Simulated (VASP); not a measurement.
# GaSb (Fm-3m) in VASP: single point with HSE06

Aim: the single point of GaSb with HSE06.

Everything below comes from runs of VASP 6.6.1. Logs are shortened: lines on timing, memory, paths and dates and some standing lists are left out, and cuts for length are marked.

## 1. The cell of the first run

It takes space group Fm-3m (No. 225, cubic). Conventional cell: a = 5.640 Å, b = 5.640 Å, c = 5.640 Å, α = 90.00°, β = 90.00°, γ = 90.00°. Ga (site symmetry m-3m) has 6 Sb at 2.82 Å within 3.7 Å. Sb (site symmetry m-3m) has 6 Ga at 2.82 Å within 3.7 Å.

## 2. Single point, HSE06

File POSCAR:

```
GaSb
1.0
    0.0000000000      2.8200000000      2.8200000000
    2.8200000000      0.0000000000      2.8200000000
    2.8200000000      2.8200000000      0.0000000000
Ga Sb
1 1
Direct
    0.0000000000      0.0000000000      0.0000000000
    0.5000000000      0.5000000000      0.5000000000
```

File INCAR.step1:

```
SYSTEM = GaSb
PREC     = Accurate       ! precision mode
ENCUT    = 520            ! plane-wave cutoff, eV
EDIFF    = 1E-5           ! SCF threshold, eV
ISMEAR   = 0              ! smearing method
SIGMA    = 0.05           ! smearing width, eV
LREAL    = .FALSE.        ! projectors in reciprocal space
LASPH    = .TRUE.         ! aspherical terms in the spheres
NELM     = 60             ! most SCF steps
ALGO     = Normal         ! electronic algorithm
ISIF     = 2              ! what is computed and relaxed
LWAVE    = .TRUE.         ! write WAVECAR
NBANDS   = 16             ! bands
GGA      = PE             ! functional
```

File INCAR.step2:

```
SYSTEM = GaSb
PREC     = Accurate       ! precision mode
ENCUT    = 520            ! plane-wave cutoff, eV
EDIFF    = 1E-6           ! SCF threshold, eV
ISMEAR   = 0              ! smearing method
SIGMA    = 0.05           ! smearing width, eV
LREAL    = .FALSE.        ! projectors in reciprocal space
LASPH    = .TRUE.         ! aspherical terms in the spheres
NELM     = 60             ! most SCF steps
ALGO     = Normal         ! electronic algorithm
ISIF     = 2              ! what is computed and relaxed
LWAVE    = .FALSE.        ! write WAVECAR
LCHARG   = .TRUE.         ! write CHGCAR
GGA      = PE             ! functional
LHFCALC  = .TRUE.         ! exact exchange
HFSCREEN = 0.2079         ! screening, 1/A
PRECFOCK = Normal       
LELF     = .TRUE.         ! ELF
LVHAR    = .TRUE.       
NBANDS   = 16             ! bands
ISTART   = 1
```

File KPOINTS:

```
Automatic mesh
0
G
  6 6 6
  0 0 0
```

Potentials or basis: VASP PAW PBE potentials, release 64 (Ga_d, Sb).

Started as:

```bash
cat potpaw_PBE.64/Ga_d/POTCAR potpaw_PBE.64/Sb/POTCAR > POTCAR
cp INCAR.step1 INCAR
mpirun -np 1 vasp_std > vasp.out
cp INCAR.step2 INCAR
mpirun -np 1 vasp_std > vasp.out
```

OUTCAR:

```text
SYSTEM = GaSb
   PREC = Accurate
   ENCUT = 520
   EDIFF = 1E-6
   ISMEAR = 0
   LREAL = .FALSE.
   LASPH = .TRUE.
   NELM = 60
   ISIF = 2
   GGA = PE
   LHFCALC = .TRUE.
   HFSCREEN = 0.2079
   PRECFOCK = Normal
   ISTART = 1

 ion  position               nearest neighbor table
   1  0.000  0.000  0.000-   2 2.82   2 2.82   2 2.82   2 2.82   2 2.82   2 2.82
   2  0.500  0.500  0.500-   1 2.82   1 2.82   1 2.82   1 2.82   1 2.82   1 2.82

  LATTYP: Found a face centered cubic cell.
 ALAT       =     5.6400000000

  Lattice vectors:

 A1 = (   0.0000000000,   2.8200000000,   2.8200000000)
 A2 = (   2.8200000000,   0.0000000000,   2.8200000000)
 A3 = (   2.8200000000,   2.8200000000,   0.0000000000)

Analysis of symmetry for initial positions (statically):
=====================================================================
 Subroutine PRICEL returns:
 Original cell was already a primitive cell.

 Routine SETGRP: Setting up the symmetry group for a
 face centered cubic supercell.

 Subroutine GETGRP returns: Found 48 space group operations
 (whereof 48 operations were pure point group operations)
 out of a pool of 48 trial point group operations.

The static configuration has the point symmetry O_h .

Analysis of symmetry for dynamics (positions and initial velocities):
=====================================================================
 Subroutine PRICEL returns:
 Original cell was already a primitive cell.

 Routine SETGRP: Setting up the symmetry group for a
 face centered cubic supercell.

 Subroutine GETGRP returns: Found 48 space group operations
 (whereof 48 operations were pure point group operations)
 out of a pool of 48 trial point group operations.

The dynamic configuration has the point symmetry O_h .

 Subroutine INISYM returns: Found 48 space group operations
 (whereof 48 operations are pure point group operations),
 and found     1 'primitive' translations

----------------------------------------------------------------------------------------

                                     Primitive cell

  volume of cell :      44.8515

  direct lattice vectors                    reciprocal lattice vectors
     0.000000000  2.820000000  2.820000000    -0.177304965  0.177304965  0.177304965
     2.820000000  0.000000000  2.820000000     0.177304965 -0.177304965  0.177304965
     2.820000000  2.820000000  0.000000000     0.177304965  0.177304965 -0.177304965

  length of vectors
     3.988082246  3.988082246  3.988082246     0.307101207  0.307101207  0.307101207

  position of ions in fractional coordinates (direct lattice)
     0.000000000  0.000000000  0.000000000
     0.500000000  0.500000000  0.500000000

  ion indices of the primitive-cell ions
   primitive index   ion index
                 1           1
                 2           2

----------------------------------------------------------------------------------------

 KPOINTS: Automatic mesh

Automatic generation of k-mesh.
 Grid dimensions read from file:
 generate k-points for:    6    6    6

 Generating k-lattice:

  Cartesian coordinates                     Fractional coordinates (reciprocal lattice)
    -0.029550827  0.029550827  0.029550827     0.166666667  0.000000000  0.000000000
     0.029550827 -0.029550827  0.029550827     0.000000000  0.166666667  0.000000000
     0.029550827  0.029550827 -0.029550827     0.000000000  0.000000000  0.166666667

  Length of vectors
     0.051183535  0.051183535  0.051183535

  Shift w.r.t. Gamma in fractional coordinates (k-lattice)
     0.000000000  0.000000000  0.000000000

 Subroutine IBZKPT returns following result:
 ===========================================

 Found     16 irreducible k-points:

 Following reciprocal coordinates:
            Coordinates               Weight
  0.000000  0.000000  0.000000      1.000000
  0.166667  0.000000  0.000000      8.000000
  0.333333  0.000000  0.000000      8.000000
  0.500000  0.000000  0.000000      4.000000
  0.166667  0.166667  0.000000      6.000000
  0.333333  0.166667  0.000000     24.000000
[... 8 lines left out ...]
 -0.333333  0.333333  0.166667     24.000000
 -0.333333  0.500000  0.166667     12.000000
   k-points           NKPTS =     16   k-points in BZ     NKDIM =    216   number of bands    NBANDS=     16
   number of dos      NEDOS =    301   number of ions     NIONS =      2
   total plane-waves  NPLWV =  27000
   dimension x,y,z NGX =    30 NGY =   30 NGZ =   30
   dimension x,y,z NGXF=    60 NGYF=   60 NGZF=   60
   ions per type =               1   1
   NGX,Y,Z   is equivalent  to a cutoff of  12.51, 12.51, 12.51 a.u.
   NGXF,Y,Z  is equivalent  to a cutoff of  25.01, 25.01, 25.01 a.u.
 SYSTEM =  GaSb
   PREC   = accura    normal or accurate (medium, high low for compatibility)
   ISTART =      1    job   : 0-new  1-cont  2-samecut
   ICHARG =      0    charge: 1-file 2-atom 10-const
   ISPIN  =      1    spin polarized calculation?
   LNONCOLLINEAR =      F non collinear calculations
   LSORBIT =      F    spin-orbit coupling
   LASPH  =      T    aspherical Exc in radial PAW
   ENCUT  =  520.0 eV  38.22 Ry    6.18 a.u.   7.42  7.42  7.42*2*pi/ulx,y,z
   NELM   =     60;   NELMIN=  2; NELMDL=  0     # of ELM steps
   EDIFF  = 0.1E-05   stopping-criterion for ELM
   LREAL  =      F    real-space projection
   EDIFFG = 0.1E-04   stopping-criterion for IOM
   NSW    =      0    number of steps for IOM
   IBRION =     -1    ionic relax: 0-MD 1-quasi-New 2-CG
   NFREE  =      0    steps in history (QN), initial steepest desc. (CG)
   ISIF   =      2    stress and relaxation
   ISYM   =      3    0-nonsym 1-usesym 2-fastsym
   POTIM  = 0.5000    time-step for ionic-motion
   TEBEG  =    0.0;   TEEND  =   0.0 temperature during run
   PSTRESS=    0.0 pullay stress
   NELECT =      18.0000    total number of electrons
   NUPDOWN=      -1.0000    fix difference up-down
   EMIN   =  10.00;   EMAX   =-10.00  energy-range for DOS
   EFERMI =   0.00;   METHOD = LEGACY
   ISMEAR =     0;   SIGMA  =   0.05  broadening in eV -4-tet -1-fermi 0-gaus
   EFERMI_NEDOS =   21; number of points for ismear=-14 and -15
   IALGO  =     38    algorithm
   IMIX   =      1    mixing-type and parameters
     AMIX     =   0.40;   BMIX     =  1.00
     AMIX_MAG =   1.60;   BMIX_MAG =  1.00
  volume/ion in A,a.u.               =      22.43       151.34
  Fermi-wavevector in a.u.,A,eV,Ry     =   1.207554  2.281946 19.839834  1.458187
  Thomas-Fermi vector in A             =   2.343188
   LORBIT       =      0    0 simple, 1 ext, 2 COOP (PROOUT), +10 PAW based schemes
   GGA     = PE    functional components
   LHFCALC =     T    Hartree Fock is set to
   PRECFOCK=normal    Normal, Fast or Accurate (Low or Medium for compatibility)
   ENCUT4O =  -1.0   cutoff for four orbital integrals eV
   NKREDX  =     1    reduce k-point grid by
   NKREDY  =     1    reduce k-point grid by
   NKREDZ  =     1    reduce k-point grid by
   AEXX    =    0.2500 exact exchange contribution
   HFSCREEN=    0.2079 screening length (either q_TF or 0.3 A-1)
   HFSCREENC=   0.2079 screening length for correlation (either q_TF or 0.3 A-1)
   ENCUTFOCK=  -1.0 apply spherical cutoff to Coloumb kernel
   IVDW    =     0    specifies the selected vdW correction
   LEPSILON=     F    determine dielectric tensor
   LRPA    =     F    only Hartree local field effects (RPA)
 non-spin polarized calculation
 Gauss-broadening in eV      SIGMA  =   0.05
  energy-cutoff  :      520.00
  volume of cell :       44.85
 maximum number of plane-waves:      1243
 NGX is ok and might be reduce to    30
  NGX = 24; NGY = 24; NGZ = 24

 number of electron      18.0000000 magnetization

 Free energy of the ion-electron system (eV)
  ---------------------------------------------------
  ext. energy  EPLUGINS =         0.00000000
  ---------------------------------------------------
  free energy    TOTEN  =        -8.24745576 eV

  energy without entropy =       -8.24458198  energy(sigma->0) =       -8.24601887

 E-fermi :   7.2263     XC(G=0):  -8.7181

 val. band max:        7.2195342364   @ k =   0.1667   0.0000   0.0000
 cond. band min:       7.2314289812   @ k =   0.0000   0.0000   0.0000
 fundamental gap:      0.0118947448
 Fermi energy:         7.2263270917

 k-point     1 :       0.0000    0.0000    0.0000
  band No.  band energies     occupation
      1     -10.7643      2.00000
      2     -10.7643      2.00000
      3     -10.7346      2.00000
      4     -10.7346      2.00000
      5     -10.7346      2.00000
      6      -6.7061      2.00000
[... 8 lines left out ...]
     15      14.4106      0.00000
     16      14.4106      0.00000

 k-point     2 :       0.1667    0.0000    0.0000
  band No.  band energies     occupation
      1     -10.7699      2.00000
      2     -10.7699      2.00000
      3     -10.7352      2.00000
      4     -10.7311      2.00000
      5     -10.7311      2.00000
      6      -6.2896      2.00000
[... 8 lines left out ...]
     15      14.7680      0.00000
     16      14.7680      0.00000

 k-point     3 :       0.3333    0.0000    0.0000
  band No.  band energies     occupation
      1     -10.7822      2.00000
      2     -10.7822      2.00000
      3     -10.7370      2.00000
      4     -10.7228      2.00000
      5     -10.7228      2.00000
      6      -5.0779      2.00000
[... 8 lines left out ...]
     15      16.9343      0.00000
     16      16.9343      0.00000

 k-point     4 :       0.5000    0.0000    0.0000
  band No.  band energies     occupation
      1     -10.7885      2.00000
      2     -10.7885      2.00000
      3     -10.7382      2.00000
      4     -10.7183      2.00000
      5     -10.7183      2.00000
      6      -3.7641      2.00000
[... 8 lines left out ...]
     15      19.8153      0.00000
     16      19.9124      0.00000
[... 172 lines left out ...]
 k-point    14 :       0.5000    0.3333    0.1667
  band No.  band energies     occupation
      1     -10.8122      2.00000
      2     -10.7710      2.00000
      3     -10.7369      2.00000
      4     -10.7210      2.00000
      5     -10.7155      2.00000
      6      -4.0376      2.00000
[... 8 lines left out ...]
     15      18.7831      0.00000
     16      18.9984      0.00000

 k-point    15 :      -0.3333    0.3333    0.1667
  band No.  band energies     occupation
      1     -10.8152      2.00000
      2     -10.7767      2.00000
      3     -10.7305      2.00000
      4     -10.7268      2.00000
      5     -10.7115      2.00000
      6      -2.9215      2.00000
[... 8 lines left out ...]
     15      16.9458      0.00000
     16      20.9516      0.00000

 k-point    16 :      -0.3333    0.5000    0.1667
  band No.  band energies     occupation
      1     -10.8315      2.00000
      2     -10.7669      2.00000
      3     -10.7387      2.00000
      4     -10.7188      2.00000
      5     -10.7076      2.00000
      6      -2.6218      2.00000
[... 8 lines left out ...]
     15      19.8333      0.00000
     16      21.9176      0.00000

------------------------ aborting loop because EDIFF is reached ----------------------------------------

  FORCE on cell =-STRESS in cart. coord.  units (eV):
  Direction    XX          YY          ZZ          XY          YZ          ZX
  --------------------------------------------------------------------------------------
  -------------------------------------------------------------------------------------
  Total        0.8617220      0.8617220      0.8617220     -0.0000000     -0.0000000     -0.0000000
  in kB       30.7822543     30.7822543     30.7822543     -0.0000000     -0.0000000     -0.0000000
  external PRESSURE =      30.7822543 kB  Pullay stress =       0.0000000 kB

 VOLUME and BASIS-vectors are now :
 -----------------------------------------------------------------------------
  energy-cutoff  :      520.00
  volume of cell :       44.85
      direct lattice vectors                 reciprocal lattice vectors
     0.000000000  2.820000000  2.820000000    -0.177304965  0.177304965  0.177304965
     2.820000000  0.000000000  2.820000000     0.177304965 -0.177304965  0.177304965
     2.820000000  2.820000000  0.000000000     0.177304965  0.177304965 -0.177304965

 POSITION                                       TOTAL-FORCE (eV/Angst)
 -----------------------------------------------------------------------------------
      0.00000      0.00000      0.00000         0.000000     -0.000000      0.000000
      2.82000      2.82000      2.82000        -0.000000      0.000000     -0.000000
 -----------------------------------------------------------------------------------
    total drift:                                0.000009      0.000002      0.000006

  FREE ENERGIE OF THE ION-ELECTRON SYSTEM (eV)
  ---------------------------------------------------
  free  energy   TOTEN  =        -8.2474557615 eV

  energy  without entropy=       -8.2445819798  energy(sigma->0) =       -8.24601887
```

Run time: 1.6 h. Hardware: 1 thread of AMD EPYC 7R43 (Zen 3), shared host; peak memory 0.26 GiB.

What came out:

```yaml
Free_energy: -8.2475 eV
Pressure: 3.1 GPa
Band_gap_on_the_k_mesh: zero (bands 9 and 10 overlap by 4.03 eV)
```

Levels at points of the mesh, in eV from the Fermi level:
```
           k point  band 7  band 8  band 9  band 10  band 11  band 12
(0.00, 0.00, 0.00)    0.01    0.01    0.01     0.84     6.71     6.71
(0.50, 0.00, 0.00)   -8.86    0.36    0.36     2.36     2.36     3.23
(0.50, 0.50, 0.00)   -6.39   -4.24   -3.12    -3.12     3.06    10.40
```

Caveat: the cell stands under pressure; the PAW data sets were made with another functional, which shifts forces and pressure a little; spin-orbit coupling is left out, which moves the levels of the heavy elements.
